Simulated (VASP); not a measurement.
# Ag (Fm-3m) in VASP: single point with revPBE+D3(BJ)

Aim: the single point of Ag with revPBE+D3(BJ).

All numbers are computed with VASP 6.6.1; they aren't measurements. Logs are shortened: lines on timing, memory, paths and dates and some standing lists are left out, and cuts for length are marked.

### 1 The cell of the first run

Symmetry: Fm-3m, No. 225, cubic system. The conventional cell has a = 4.085 Å, b = 4.085 Å, c = 4.085 Å, α = 90.00°, β = 90.00°, γ = 90.00°. Ag (site symmetry m-3m) has 12 Ag at 2.89 Å within 3.8 Å.

### 2 Single point, revPBE+D3(BJ)

The input, INCAR:

```
SYSTEM = Ag
PREC = Accurate ; ENCUT = 500
EDIFF = 1E-6 ; ISMEAR = -1
SIGMA = 0.02 ; LREAL = .False.
LASPH = .True. ; NELM = 120
ALGO = Normal ; ISIF = 2
LWAVE = .False. ; LCHARG = .True.
GGA = RE ; IVDW = 12
LELF = .True. ; LVHAR = .True.
NBANDS = 12 ; GGA_COMPAT = .False.
```

The input, KPOINTS:

```
Automatic mesh
0
Gamma
  14 14 14
  0 0 0
```

The input, POSCAR:

```
Ag
1.0
    0.0000000000      2.0427500000      2.0427500000
    2.0427500000      0.0000000000      2.0427500000
    2.0427500000      2.0427500000      0.0000000000
Ag
1
Direct
    0.0000000000      0.0000000000      0.0000000000
```

Potentials or basis: VASP PAW PBE potentials, release 64 (Ag).

Command:

```sh
cat potpaw_PBE.64/Ag/POTCAR > POTCAR
mpirun -np 1 vasp_std > vasp.out
```

OUTCAR:

```text
SYSTEM = Ag
   PREC = Accurate
   ENCUT = 500
   EDIFF = 1E-6
   ISMEAR = -1
   LREAL = .False.
   LASPH = .True.
   NELM = 120
   ISIF = 2
   GGA = RE
   IVDW = 12
 IVDW          = 12

 ion  position               nearest neighbor table
   1  0.000  0.000  0.000-

  LATTYP: Found a face centered cubic cell.
 ALAT       =     4.0855000000

  Lattice vectors:

 A1 = (   0.0000000000,   2.0427500000,   2.0427500000)
 A2 = (   2.0427500000,   0.0000000000,   2.0427500000)
 A3 = (   2.0427500000,   2.0427500000,   0.0000000000)

Analysis of symmetry for initial positions (statically):
=====================================================================
 Subroutine PRICEL returns:
 Original cell was already a primitive cell.

 Routine SETGRP: Setting up the symmetry group for a
 face centered cubic supercell.

 Subroutine GETGRP returns: Found 48 space group operations
 (whereof 48 operations were pure point group operations)
 out of a pool of 48 trial point group operations.

The static configuration has the point symmetry O_h .

Analysis of symmetry for dynamics (positions and initial velocities):
=====================================================================
 Subroutine PRICEL returns:
 Original cell was already a primitive cell.

 Routine SETGRP: Setting up the symmetry group for a
 face centered cubic supercell.

 Subroutine GETGRP returns: Found 48 space group operations
 (whereof 48 operations were pure point group operations)
 out of a pool of 48 trial point group operations.

The dynamic configuration has the point symmetry O_h .

 Subroutine INISYM returns: Found 48 space group operations
 (whereof 48 operations are pure point group operations),
 and found     1 'primitive' translations

----------------------------------------------------------------------------------------

                                     Primitive cell

  volume of cell :      17.0481

  direct lattice vectors                    reciprocal lattice vectors
     0.000000000  2.042750000  2.042750000    -0.244768082  0.244768082  0.244768082
     2.042750000  0.000000000  2.042750000     0.244768082 -0.244768082  0.244768082
     2.042750000  2.042750000  0.000000000     0.244768082  0.244768082 -0.244768082

  length of vectors
     2.888884755  2.888884755  2.888884755     0.423950755  0.423950755  0.423950755

  position of ions in fractional coordinates (direct lattice)
     0.000000000  0.000000000  0.000000000

  ion indices of the primitive-cell ions
   primitive index   ion index
                 1           1

----------------------------------------------------------------------------------------

 KPOINTS: Automatic mesh

Automatic generation of k-mesh.
 Grid dimensions read from file:
 generate k-points for:   14   14   14

 Generating k-lattice:

  Cartesian coordinates                     Fractional coordinates (reciprocal lattice)
    -0.017483434  0.017483434  0.017483434     0.071428571  0.000000000  0.000000000
     0.017483434 -0.017483434  0.017483434     0.000000000  0.071428571  0.000000000
     0.017483434  0.017483434 -0.017483434     0.000000000  0.000000000  0.071428571

  Length of vectors
     0.030282197  0.030282197  0.030282197

  Shift w.r.t. Gamma in fractional coordinates (k-lattice)
     0.000000000  0.000000000  0.000000000

 Subroutine IBZKPT returns following result:
 ===========================================

 Found    104 irreducible k-points:

 Following reciprocal coordinates:
            Coordinates               Weight
  0.000000  0.000000  0.000000      1.000000
  0.071429  0.000000  0.000000      8.000000
  0.142857  0.000000  0.000000      8.000000
  0.214286  0.000000  0.000000      8.000000
  0.285714  0.000000  0.000000      8.000000
  0.357143  0.000000  0.000000      8.000000
[... 16 lines left out ...]
  0.214286  0.142857  0.000000     24.000000
  0.285714  0.142857  0.000000     24.000000
 [... further k-points ...]
   k-points           NKPTS =    104   k-points in BZ     NKDIM =    104   number of bands    NBANDS=     12
   number of dos      NEDOS =    301   number of ions     NIONS =      1
   total plane-waves  NPLWV =  13824
   dimension x,y,z NGX =    24 NGY =   24 NGZ =   24
   dimension x,y,z NGXF=    48 NGYF=   48 NGZF=   48
   ions per type =               1
   NGX,Y,Z   is equivalent  to a cutoff of  13.81, 13.81, 13.81 a.u.
   NGXF,Y,Z  is equivalent  to a cutoff of  27.62, 27.62, 27.62 a.u.
 SYSTEM =  Ag
   PREC   = accura    normal or accurate (medium, high low for compatibility)
   ISTART =      0    job   : 0-new  1-cont  2-samecut
   ICHARG =      2    charge: 1-file 2-atom 10-const
   ISPIN  =      1    spin polarized calculation?
   LNONCOLLINEAR =      F non collinear calculations
   LSORBIT =      F    spin-orbit coupling
   LASPH  =      T    aspherical Exc in radial PAW
   ENCUT  =  500.0 eV  36.75 Ry    6.06 a.u.   5.27  5.27  5.27*2*pi/ulx,y,z
   NELM   =    120;   NELMIN=  2; NELMDL= -5     # of ELM steps
   EDIFF  = 0.1E-05   stopping-criterion for ELM
   LREAL  =      F    real-space projection
   EDIFFG = 0.1E-04   stopping-criterion for IOM
   NSW    =      0    number of steps for IOM
   IBRION =     -1    ionic relax: 0-MD 1-quasi-New 2-CG
   NFREE  =      0    steps in history (QN), initial steepest desc. (CG)
   ISIF   =      2    stress and relaxation
   ISYM   =      2    0-nonsym 1-usesym 2-fastsym
   POTIM  = 0.5000    time-step for ionic-motion
   TEBEG  =    0.0;   TEEND  =   0.0 temperature during run
   PSTRESS=    0.0 pullay stress
   NELECT =      11.0000    total number of electrons
   NUPDOWN=      -1.0000    fix difference up-down
   EMIN   =  10.00;   EMAX   =-10.00  energy-range for DOS
   EFERMI =   0.00;   METHOD = LEGACY
   ISMEAR =    -1;   SIGMA  =   0.02  broadening in eV -4-tet -1-fermi 0-gaus
   EFERMI_NEDOS =   21; number of points for ismear=-14 and -15
   IALGO  =     38    algorithm
   IMIX   =      4    mixing-type and parameters
     AMIX     =   0.40;   BMIX     =  1.00
     AMIX_MAG =   1.60;   BMIX_MAG =  1.00
  volume/ion in A,a.u.               =      17.05       115.05
  Fermi-wavevector in a.u.,A,eV,Ry     =   1.414644  2.673290 27.228221  2.001218
  Thomas-Fermi vector in A             =   2.536165
   LORBIT       =      0    0 simple, 1 ext, 2 COOP (PROOUT), +10 PAW based schemes
   GGA     = RE    functional components
   LHFCALC =     F    Hartree Fock is set to
   AEXX    =    0.0000 exact exchange contribution
   IVDW    =    12    specifies the selected vdW correction
   LEPSILON=     F    determine dielectric tensor
   LRPA    =     F    only Hartree local field effects (RPA)
 non-spin polarized calculation
  energy-cutoff  :      500.00
  volume of cell :       17.05
 maximum number of plane-waves:       444
 NGX is ok and might be reduce to    24
   NGX = 11   NGY = 11   NGZ = 11

 number of electron      10.9999999 magnetization

 Free energy of the ion-electron system (eV)
  ---------------------------------------------------
  ext. energy  EPLUGINS =         0.00000000
  ---------------------------------------------------
  free energy    TOTEN  =        -2.26619210 eV

  energy without entropy =       -2.26578353  energy(sigma->0) =       -2.26598782

 E-fermi :   8.4914     XC(G=0): -12.1165

 val. band max:        8.4423942015   @ k =   0.5000   0.0714   0.0000
 cond. band min:       8.5289984795   @ k =   0.5000   0.2143   0.0714
 fundamental gap:      0.0866042780
 Fermi energy:         8.4914412649

 k-point     1 :       0.0000    0.0000    0.0000
  band No.  band energies     occupation
      1       0.7878      2.00000
      2       3.7094      2.00000
      3       3.7095      2.00000
      4       3.7095      2.00000
      5       4.7389      2.00000
      6       4.7389      2.00000
      7      24.5474      0.00000
      8      28.1552      0.00000
      9      28.1552      0.00000
     10      28.1552      0.00000
     11      32.9081      0.00000
     12      34.0936      0.00000

 k-point     2 :       0.0714    0.0000    0.0000
  band No.  band energies     occupation
      1       0.9468      2.00000
      2       3.6736      2.00000
      3       3.7530      2.00000
      4       3.7530      2.00000
      5       4.7226      2.00000
      6       4.7226      2.00000
      7      24.5638      0.00000
      8      26.8859      0.00000
      9      28.2208      0.00000
     10      28.2208      0.00000
     11      32.8638      0.00000
     12      33.8960      0.00000

 k-point     3 :       0.1429    0.0000    0.0000
  band No.  band energies     occupation
      1       1.3910      2.00000
      2       3.6109      2.00000
      3       3.8532      2.00000
      4       3.8532      2.00000
      5       4.7040      2.00000
      6       4.7040      2.00000
      7      23.6182      0.00000
      8      25.5302      0.00000
      9      28.3538      0.00000
     10      28.3538      0.00000
     11      31.7447      0.00000
     12      33.2086      0.00000
[... 286 lines left out ...]
 k-point    23 :       0.2143    0.1429    0.0000
  band No.  band energies     occupation
      1       2.0562      2.00000
      2       3.2708      2.00000
      3       4.0831      2.00000
      4       4.1495      2.00000
      5       4.5335      2.00000
      6       4.9585      2.00000
      7      23.2978      0.00000
      8      25.1570      0.00000
      9      25.3372      0.00000
     10      26.9632      0.00000
     11      30.2991      0.00000
     12      33.9045      0.00000

 k-point    24 :       0.2857    0.1429    0.0000
  band No.  band energies     occupation
      1       2.4973      2.00000
      2       3.3005      2.00000
      3       3.9412      2.00000
      4       4.2010      2.00000
      5       5.0681      2.00000
      6       5.1225      2.00000
      7      20.5419      0.00000
      8      24.7023      0.00000
      9      24.8413      0.00000
     10      26.9996      0.00000
     11      30.3386      0.00000
     12      33.6878      0.00000

 [... further k-points ...]

------------------------ aborting loop because EDIFF is reached ----------------------------------------

 Edisp (eV)   -1.12645

 E8    (eV) :    -0.7897

  FORCE on cell =-STRESS in cart. coord.  units (eV):
  Direction    XX          YY          ZZ          XY          YZ          ZX
  --------------------------------------------------------------------------------------
  -------------------------------------------------------------------------------------
  Total      -0.37309    -0.37309    -0.37309     0.00000     0.00000    -0.00000
  in kB     -35.06312   -35.06312   -35.06312     0.00000     0.00000    -0.00000
  external pressure =      -35.06 kB  Pullay stress =        0.00 kB

 VOLUME and BASIS-vectors are now :
 -----------------------------------------------------------------------------
  energy-cutoff  :      500.00
  volume of cell :       17.05
      direct lattice vectors                 reciprocal lattice vectors
     0.000000000  2.042750000  2.042750000    -0.244768082  0.244768082  0.244768082
     2.042750000  0.000000000  2.042750000     0.244768082 -0.244768082  0.244768082
     2.042750000  2.042750000  0.000000000     0.244768082  0.244768082 -0.244768082

 POSITION                                       TOTAL-FORCE (eV/Angst)
 -----------------------------------------------------------------------------------
      0.00000      0.00000      0.00000         0.000000     -0.000000     -0.000000
 -----------------------------------------------------------------------------------
    total drift:                               -0.000000      0.000000     -0.000000

  FREE ENERGIE OF THE ION-ELECTRON SYSTEM (eV)
  ---------------------------------------------------
  free  energy   TOTEN  =        -3.3926379625 eV

  energy  without entropy=       -3.3922293954  energy(sigma->0) =       -3.39243368
```

Run time: 15 s. Hardware: 1 thread of AMD EPYC 7R13 (Zen 3), shared host; peak memory 0.13 GiB.

What came out:

```yaml
Free_energy: -3.3926 eV
Pressure: -3.5 GPa
Band_gap_on_the_k_mesh: zero (an odd number of electrons rules out a gap without spin polarisation)
Dispersion_energy_per_atom: -1.126 eV
```

Caveat: the cell stands under tension; the dispersion term is far too large for a dense solid, which distorts pressure and volume; the PAW data sets were made with another functional, which shifts forces and pressure a little.

The gap in the log of VASP goes by the Fermi energy; the results here count the filled bands.